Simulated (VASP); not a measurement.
# SiC (F-43m) in VASP: further runs

Runs on SiC. Level: PBEsol. Tasks: single point.

Program: VASP 6.6.1. These are calculated values, not measurements. Logs are shortened: lines on timing, memory, paths and dates and some standing lists are left out, and cuts for length are marked.

### Step 1. The cell of the first run

Symmetry: F-43m, No. 216, cubic system. Conventional cell: a = 4.357 Å, b = 4.357 Å, c = 4.357 Å, α = 90.00°, β = 90.00°, γ = 90.00°. Within 2.5 Å of Si (site symmetry -43m) lie 4 C at 1.89 Å. C (site symmetry -43m) has 4 Si at 1.89 Å within 2.5 Å.

### Step 2. Single point, PBEsol

File INCAR:

```
SYSTEM = SiC
PREC     = Accurate       ! precision mode
ENCUT    = 600            ! plane-wave cutoff, eV
EDIFF    = 1E-6           ! SCF threshold, eV
ISMEAR   = 0              ! smearing method
SIGMA    = 0.02           ! smearing width, eV
LREAL    = .False.        ! projectors in reciprocal space
LASPH    = .True.         ! aspherical terms in the spheres
NELM     = 120            ! most SCF steps
ALGO     = Normal         ! electronic algorithm
ISIF     = 2              ! what is computed and relaxed
LWAVE    = .False.        ! write WAVECAR
LCHARG   = .False.        ! write CHGCAR
GGA      = PS             ! functional
NBANDS   = 11             ! bands
GGA_COMPAT= .False.
```

File KPOINTS:

```
Automatic mesh
0
Gamma
  10 10 10
  0 0 0
```

File POSCAR:

```
SiC
1.0
    0.0000000000      2.1784301831      2.1784301831
    2.1784301831      0.0000000000      2.1784301831
    2.1784301831      2.1784301831      0.0000000000
Si C
1 1
Direct
    0.0000000000      0.0000000000      0.0000000000
    0.2500000000      0.2500000000      0.2500000000
```

Potentials or basis: VASP PAW PBE potentials, release 64 (Si, C).

Run with:

```console
> cat potpaw_PBE.64/Si/POTCAR potpaw_PBE.64/C/POTCAR > POTCAR
> mpirun -np 1 vasp_std > vasp.out
```

OUTCAR:

```text
SYSTEM = SiC
   PREC = Accurate
   ENCUT = 600
   EDIFF = 1E-6
   ISMEAR = 0
   LREAL = .False.
   LASPH = .True.
   NELM = 120
   ISIF = 2
   GGA = PS

 ion  position               nearest neighbor table
   1  0.000  0.000  0.000-   2 1.89   2 1.89   2 1.89   2 1.89
   2  0.250  0.250  0.250-   1 1.89   1 1.89   1 1.89   1 1.89

  LATTYP: Found a face centered cubic cell.
 ALAT       =     4.3568603662

  Lattice vectors:

 A1 = (   0.0000000000,   2.1784301831,   2.1784301831)
 A2 = (   2.1784301831,   0.0000000000,   2.1784301831)
 A3 = (   2.1784301831,   2.1784301831,   0.0000000000)

Analysis of symmetry for initial positions (statically):
=====================================================================
 Subroutine PRICEL returns:
 Original cell was already a primitive cell.

 Routine SETGRP: Setting up the symmetry group for a
 face centered cubic supercell.

 Subroutine GETGRP returns: Found 24 space group operations
 (whereof 24 operations were pure point group operations)
 out of a pool of 48 trial point group operations.

The static configuration has the point symmetry T_d .

Analysis of symmetry for dynamics (positions and initial velocities):
=====================================================================
 Subroutine PRICEL returns:
 Original cell was already a primitive cell.

 Routine SETGRP: Setting up the symmetry group for a
 face centered cubic supercell.

 Subroutine GETGRP returns: Found 24 space group operations
 (whereof 24 operations were pure point group operations)
 out of a pool of 48 trial point group operations.

The dynamic configuration has the point symmetry T_d .

 Subroutine INISYM returns: Found 24 space group operations
 (whereof 24 operations are pure point group operations),
 and found     1 'primitive' translations

----------------------------------------------------------------------------------------

                                     Primitive cell

  volume of cell :      20.6757

  direct lattice vectors                    reciprocal lattice vectors
     0.000000000  2.178430183  2.178430183    -0.229523078  0.229523078  0.229523078
     2.178430183  0.000000000  2.178430183     0.229523078 -0.229523078  0.229523078
     2.178430183  2.178430183  0.000000000     0.229523078  0.229523078 -0.229523078

  length of vectors
     3.080765510  3.080765510  3.080765510     0.397545632  0.397545632  0.397545632

  position of ions in fractional coordinates (direct lattice)
     0.000000000  0.000000000  0.000000000
     0.250000000  0.250000000  0.250000000

  ion indices of the primitive-cell ions
   primitive index   ion index
                 1           1
                 2           2

----------------------------------------------------------------------------------------

 KPOINTS: Automatic mesh

Automatic generation of k-mesh.
 Grid dimensions read from file:
 generate k-points for:   10   10   10

 Generating k-lattice:

  Cartesian coordinates                     Fractional coordinates (reciprocal lattice)
    -0.022952308  0.022952308  0.022952308     0.100000000  0.000000000  0.000000000
     0.022952308 -0.022952308  0.022952308     0.000000000  0.100000000  0.000000000
     0.022952308  0.022952308 -0.022952308     0.000000000  0.000000000  0.100000000

  Length of vectors
     0.039754563  0.039754563  0.039754563

  Shift w.r.t. Gamma in fractional coordinates (k-lattice)
     0.000000000  0.000000000  0.000000000

 Subroutine IBZKPT returns following result:
 ===========================================

 Found     47 irreducible k-points:

 Following reciprocal coordinates:
            Coordinates               Weight
  0.000000  0.000000  0.000000      1.000000
  0.100000  0.000000  0.000000      8.000000
  0.200000  0.000000  0.000000      8.000000
  0.300000  0.000000  0.000000      8.000000
  0.400000  0.000000  0.000000      8.000000
  0.500000  0.000000  0.000000      4.000000
[... 16 lines left out ...]
  0.300000  0.300000  0.000000      6.000000
  0.400000  0.300000  0.000000     24.000000
 [... further k-points ...]
   k-points           NKPTS =     47   k-points in BZ     NKDIM =     47   number of bands    NBANDS=     11
   number of dos      NEDOS =    301   number of ions     NIONS =      2
   total plane-waves  NPLWV =  21952
   dimension x,y,z NGX =    28 NGY =   28 NGZ =   28
   dimension x,y,z NGXF=    56 NGYF=   56 NGZF=   56
   ions per type =               1   1
   NGX,Y,Z   is equivalent  to a cutoff of  15.11, 15.11, 15.11 a.u.
   NGXF,Y,Z  is equivalent  to a cutoff of  30.22, 30.22, 30.22 a.u.
 SYSTEM =  SiC
   PREC   = accura    normal or accurate (medium, high low for compatibility)
   ISTART =      0    job   : 0-new  1-cont  2-samecut
   ICHARG =      2    charge: 1-file 2-atom 10-const
   ISPIN  =      1    spin polarized calculation?
   LNONCOLLINEAR =      F non collinear calculations
   LSORBIT =      F    spin-orbit coupling
   LASPH  =      T    aspherical Exc in radial PAW
   ENCUT  =  600.0 eV  44.10 Ry    6.64 a.u.   6.15  6.15  6.15*2*pi/ulx,y,z
   NELM   =    120;   NELMIN=  2; NELMDL= -5     # of ELM steps
   EDIFF  = 0.1E-05   stopping-criterion for ELM
   LREAL  =      F    real-space projection
   EDIFFG = 0.1E-04   stopping-criterion for IOM
   NSW    =      0    number of steps for IOM
   IBRION =     -1    ionic relax: 0-MD 1-quasi-New 2-CG
   NFREE  =      0    steps in history (QN), initial steepest desc. (CG)
   ISIF   =      2    stress and relaxation
   ISYM   =      2    0-nonsym 1-usesym 2-fastsym
   POTIM  = 0.5000    time-step for ionic-motion
   TEBEG  =    0.0;   TEEND  =   0.0 temperature during run
   PSTRESS=    0.0 pullay stress
   NELECT =       8.0000    total number of electrons
   NUPDOWN=      -1.0000    fix difference up-down
   EMIN   =  10.00;   EMAX   =-10.00  energy-range for DOS
   EFERMI =   0.00;   METHOD = LEGACY
   ISMEAR =     0;   SIGMA  =   0.02  broadening in eV -4-tet -1-fermi 0-gaus
   EFERMI_NEDOS =   21; number of points for ismear=-14 and -15
   IALGO  =     38    algorithm
   IMIX   =      4    mixing-type and parameters
     AMIX     =   0.40;   BMIX     =  1.00
     AMIX_MAG =   1.60;   BMIX_MAG =  1.00
  volume/ion in A,a.u.               =      10.34        69.76
  Fermi-wavevector in a.u.,A,eV,Ry     =   1.192938  2.254326 19.362463  1.423101
  Thomas-Fermi vector in A             =   2.328964
   LORBIT       =      0    0 simple, 1 ext, 2 COOP (PROOUT), +10 PAW based schemes
   GGA     = PS    functional components
   LHFCALC =     F    Hartree Fock is set to
   AEXX    =    0.0000 exact exchange contribution
   IVDW    =     0    specifies the selected vdW correction
   LEPSILON=     F    determine dielectric tensor
   LRPA    =     F    only Hartree local field effects (RPA)
 non-spin polarized calculation
 Gauss-broadening in eV      SIGMA  =   0.02
  energy-cutoff  :      600.00
  volume of cell :       20.68
 maximum number of plane-waves:       701
 NGX is ok and might be reduce to    28
   NGX = 13   NGY = 13   NGZ = 13

 number of electron       8.0000000 magnetization

 Free energy of the ion-electron system (eV)
  ---------------------------------------------------
  ext. energy  EPLUGINS =         0.00000000
  ---------------------------------------------------
  free energy    TOTEN  =       -15.91609587 eV

  energy without entropy =      -15.91609587  energy(sigma->0) =      -15.91609587

 E-fermi :   8.1826     XC(G=0): -11.5083

 val. band max:        8.0647321381   @ k =   0.0000   0.0000   0.0000
 cond. band min:       9.2982168298   @ k =   0.5000   0.5000   0.0000
 fundamental gap:      1.2334846917
 Fermi energy:         8.1826253964

 k-point     1 :       0.0000    0.0000    0.0000
  band No.  band energies     occupation
      1      -7.3655      2.00000
      2       8.0647      2.00000
      3       8.0647      2.00000
      4       8.0647      2.00000
      5      14.2607      0.00000
      6      15.3132      0.00000
      7      15.3132      0.00000
      8      15.3132      0.00000
      9      22.5264      0.00000
     10      22.5264      0.00000
     11      24.3398      0.00000

 k-point     2 :       0.1000    0.0000    0.0000
  band No.  band energies     occupation
      1      -7.1692      2.00000
      2       7.0495      2.00000
      3       7.9299      2.00000
      4       7.9299      2.00000
      5      14.5112      0.00000
      6      15.5576      0.00000
      7      15.5576      0.00000
      8      15.5946      0.00000
      9      21.5497      0.00000
     10      21.5497      0.00000
     11      24.1405      0.00000

 k-point     3 :       0.2000    0.0000    0.0000
  band No.  band energies     occupation
      1      -6.5887      2.00000
      2       4.9184      2.00000
      3       7.6212      2.00000
      4       7.6212      2.00000
      5      14.2120      0.00000
      6      15.9144      0.00000
      7      15.9144      0.00000
      8      16.7902      0.00000
      9      20.8753      0.00000
     10      20.8753      0.00000
     11      23.2587      0.00000

 k-point     4 :       0.3000    0.0000    0.0000
  band No.  band energies     occupation
      1      -5.6585      2.00000
      2       2.5931      2.00000
      3       7.3040      2.00000
      4       7.3040      2.00000
      5      13.8036      0.00000
      6      15.7651      0.00000
      7      15.7651      0.00000
      8      17.7327      0.00000
      9      21.7023      0.00000
     10      21.7023      0.00000
     11      23.0067      0.00000
[... 239 lines left out ...]
 k-point    22 :      -0.2000    0.2000    0.0000
  band No.  band energies     occupation
      1      -5.3468      2.00000
      2       3.2481      2.00000
      3       4.8106      2.00000
      4       7.4152      2.00000
      5      14.5471      0.00000
      6      16.0024      0.00000
      7      16.3770      0.00000
      8      17.1542      0.00000
      9      19.4995      0.00000
     10      23.3686      0.00000
     11      27.1214      0.00000

 k-point    23 :       0.3000    0.3000    0.0000
  band No.  band energies     occupation
      1      -5.0802      2.00000
      2       3.7075      2.00000
      3       5.6810      2.00000
      4       5.6810      2.00000
      5      11.1227      0.00000
      6      13.5641      0.00000
      7      19.5428      0.00000
      8      19.5428      0.00000
      9      20.4027      0.00000
     10      25.1098      0.00000
     11      29.6529      0.00000

 k-point    24 :       0.4000    0.3000    0.0000
  band No.  band energies     occupation
      1      -4.2038      2.00000
      2       2.4777      2.00000
      3       4.8793      2.00000
      4       5.4173      2.00000
      5      10.8221      0.00000
      6      13.5802      0.00000
      7      19.6262      0.00000
      8      19.9349      0.00000
      9      21.7509      0.00000
     10      26.0862      0.00000
     11      29.2455      0.00000

 [... further k-points ...]

------------------------ aborting loop because EDIFF is reached ----------------------------------------

  FORCE on cell =-STRESS in cart. coord.  units (eV):
  Direction    XX          YY          ZZ          XY          YZ          ZX
  --------------------------------------------------------------------------------------
  -------------------------------------------------------------------------------------
  Total        0.0279940      0.0279940      0.0279940      0.0000000      0.0000000      0.0000000
  in kB        2.1692774      2.1692774      2.1692774      0.0000000      0.0000000      0.0000000
  external PRESSURE =       2.1692774 kB  Pullay stress =       0.0000000 kB

 VOLUME and BASIS-vectors are now :
 -----------------------------------------------------------------------------
  energy-cutoff  :      600.00
  volume of cell :       20.68
      direct lattice vectors                 reciprocal lattice vectors
     0.000000000  2.178430183  2.178430183    -0.229523078  0.229523078  0.229523078
     2.178430183  0.000000000  2.178430183     0.229523078 -0.229523078  0.229523078
     2.178430183  2.178430183  0.000000000     0.229523078  0.229523078 -0.229523078

 POSITION                                       TOTAL-FORCE (eV/Angst)
 -----------------------------------------------------------------------------------
      0.00000      0.00000      0.00000         0.000000     -0.000000     -0.000000
      1.08922      1.08922      1.08922        -0.000000      0.000000      0.000000
 -----------------------------------------------------------------------------------
    total drift:                               -0.000000     -0.000000     -0.000000

  FREE ENERGIE OF THE ION-ELECTRON SYSTEM (eV)
  ---------------------------------------------------
  free  energy   TOTEN  =       -15.9160958718 eV

  energy  without entropy=      -15.9160958718  energy(sigma->0) =      -15.91609587
```

Run time: 13 s. Hardware: 1 thread of AMD EPYC 7R13 (Zen 3), shared host; peak memory 0.12 GiB.

What came out:

```
Free energy            : -15.9161 eV
Pressure               : 0.2 GPa
Band gap on the k mesh : 1.23 eV (least direct gap 4.44 eV)
```

Levels at points of the mesh, in eV from the valence-band top:
| k point | band 2 | band 3 | band 4 | band 5 | band 6 | band 7 |
| --- | --- | --- | --- | --- | --- | --- |
| (0.00, 0.00, 0.00) | 0.00 | 0.00 | 0.00 | 6.20 | 7.25 | 7.25 |
| (0.50, 0.00, 0.00) | -8.60 | -1.06 | -1.06 | 5.38 | 7.14 | 7.14 |
| (0.50, 0.50, 0.00) | -7.84 | -3.21 | -3.21 | 1.23 | 4.20 | 13.96 |

Caveat: the PAW data sets were made with another functional, which shifts forces and pressure a little.

### Step 3. Single point, PBEsol

File INCAR:

```
SYSTEM = SiC
PREC = Accurate
ENCUT = 600
EDIFF = 1E-6
ISMEAR = 0
SIGMA = 0.01
LREAL = .FALSE.
LASPH = .TRUE.
NELM = 120
ALGO = Normal
ISIF = 2
LWAVE = .FALSE.
LCHARG = .FALSE.
GGA = PS
NBANDS = 11
GGA_COMPAT = .FALSE.
```

File KPOINTS:

```
Automatic mesh
0
G
  10 10 10
  0 0 0
```

POSCAR is that of step 2.

Potentials or basis: VASP PAW PBE potentials, release 64 (Si, C).

Run with:

```console
> cat potpaw_PBE.64/Si/POTCAR potpaw_PBE.64/C/POTCAR > POTCAR
> mpirun -np 1 vasp_std > vasp.out
```

It took 13 s on 1 thread of AMD EPYC 7R13 (Zen 3), shared host; peak memory 0.12 GiB.

Results (log left out):

```yaml
Free_energy: -15.9161 eV
Pressure: 0.2 GPa
Band_gap_on_the_k_mesh: 1.23 eV (least direct gap 4.44 eV)
```

Levels at points of the mesh, in eV from the valence-band top:
| k point | band 1 | band 2 | band 3 | band 4 | band 5 | band 6 | band 7 | band 8 |
| --- | --- | --- | --- | --- | --- | --- | --- | --- |
| (0.00, 0.00, 0.00) | -15.43 | 0.00 | 0.00 | 0.00 | 6.20 | 7.25 | 7.25 | 7.25 |
| (0.50, 0.00, 0.00) | -11.82 | -8.60 | -1.06 | -1.06 | 5.38 | 7.14 | 7.14 | 9.92 |
| (0.50, 0.50, 0.00) | -10.36 | -7.84 | -3.21 | -3.21 | 1.23 | 4.20 | 13.96 | 13.96 |

Caveat: the PAW data sets were made with another functional, which shifts forces and pressure a little.

### Step 4. Single point, PBEsol

File INCAR:

```
ALGO = Normal
EDIFF = 1E-6
ENCUT = 600
GGA = PS
GGA_COMPAT = False
ISIF = 2
ISMEAR = 0
LASPH = True
LCHARG = False
LREAL = False
LWAVE = False
NBANDS = 11
NELM = 120
PREC = Accurate
SIGMA = 0.01
```

File KPOINTS:

```
k-points
0
Gamma
  10 10 10
```

POSCAR is that of step 3.

Run with:

```console
> cat potpaw_PBE.64/Si/POTCAR potpaw_PBE.64/C/POTCAR > POTCAR
> mpirun -np 1 vasp_std > vasp.out
```

It took 13 s on 1 thread of AMD EPYC 7R13 (Zen 3), shared host; peak memory 0.12 GiB.

It converged, with:

```yaml
Free_energy: -15.9161 eV
Pressure: 0.2 GPa
Band_gap_on_the_k_mesh: 1.23 eV (least direct gap 4.44 eV)
```

Levels at points of the mesh, in eV from the valence-band top:
```csv
k point,band 2,band 3,band 4,band 5,band 6,band 7
"(0.00, 0.00, 0.00)",0.00,0.00,0.00,6.20,7.25,7.25
"(0.50, 0.00, 0.00)",-8.60,-1.06,-1.06,5.38,7.14,7.14
"(0.50, 0.50, 0.00)",-7.84,-3.21,-3.21,1.23,4.20,13.96
```

Caveat: the PAW data sets were made with another functional, which shifts forces and pressure a little. A k mesh can miss the band edges.
